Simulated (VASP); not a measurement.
In7S: single point with PBE

In7S:

```
CELL_PARAMETERS angstrom
3.80886 0.00000 0.00000
-1.90443 3.29857 0.00000
0.00000 0.00000 37.51138
ATOMIC_POSITIONS crystal
In 0.00000 0.00000 0.96222
In 0.00000 0.00000 0.03778
In 0.66667 0.33333 0.83583
In 0.00000 0.00000 0.77111
In 0.33333 0.66667 0.71119
In 0.33333 0.66667 0.16417
In 0.00000 0.00000 0.22889
In 0.66667 0.33333 0.28881
In 0.66667 0.33333 0.65123
In 0.00000 0.00000 0.59079
In 0.66667 0.33333 0.47002
In 0.33333 0.66667 0.52998
In 0.33333 0.66667 0.34877
In 0.00000 0.00000 0.40921
S 0.33333 0.66667 0.92865
S 0.66667 0.33333 0.07135
```

| Property | Result |
| --- | --- |
| Program | VASP 6.6.1 |
| Task | single point |
| Functional | PBE |
| Potentials or basis | VASP PAW PBE potentials, release 64 (In_d, S) |
| Cutoff | 500 eV |
| k mesh | 6 × 6 × 1 |
| Occupations | gaussian, width 0.1 eV |
| Spin | no spin polarisation |
| Dipole correction | no |
| Further INCAR settings | ALGO = Normal; EDIFF = 1e-06; NBANDS = 111 |

```
Pressure               : 0.0 GPa
Largest force          : 0.132 eV/Å
Band gap on the k mesh : zero (bands 97 and 98 overlap by 4.08 eV)
```

Forces in eV/Å, atoms in the order of the input:
```
In   0.000  0.000  0.047
In   0.000  0.000 -0.047
In   0.000  0.000  0.125
In   0.000  0.000  0.076
In   0.000  0.000 -0.132
In   0.000  0.000 -0.125
In   0.000  0.000 -0.076
In   0.000  0.000  0.132
In   0.000  0.000 -0.030
In   0.000  0.000  0.000
In   0.000  0.000 -0.111
In   0.000  0.000  0.111
In   0.000  0.000  0.030
In   0.000  0.000  0.000
S    0.000  0.000 -0.015
S    0.000  0.000  0.015
```

Stress tensor (GPa, compression positive):
```
-0.24  0.00  0.00
 0.00 -0.24  0.00
 0.00  0.00  0.52
```

Levels at points of the mesh, in eV from the Fermi level:
```tsv
k point	band 93	band 94	band 95	band 96	band 97	band 98	band 99	band 100	band 101	band 102
(0.00, 0.00, 0.00)	-0.14	0.70	1.45	1.92	3.07	3.98	3.98	4.25	4.32	4.62
(0.50, 0.00, 0.00)	-2.39	-2.11	-1.62	-1.31	-0.91	-0.41	-0.12	0.31	0.49	0.88
```

Wall time 50 min on 1 thread of Intel Xeon 8259CL (shared host), peak memory 0.62 GiB.

Caveat: spin-orbit coupling is left out, which moves the levels of the heavy elements.
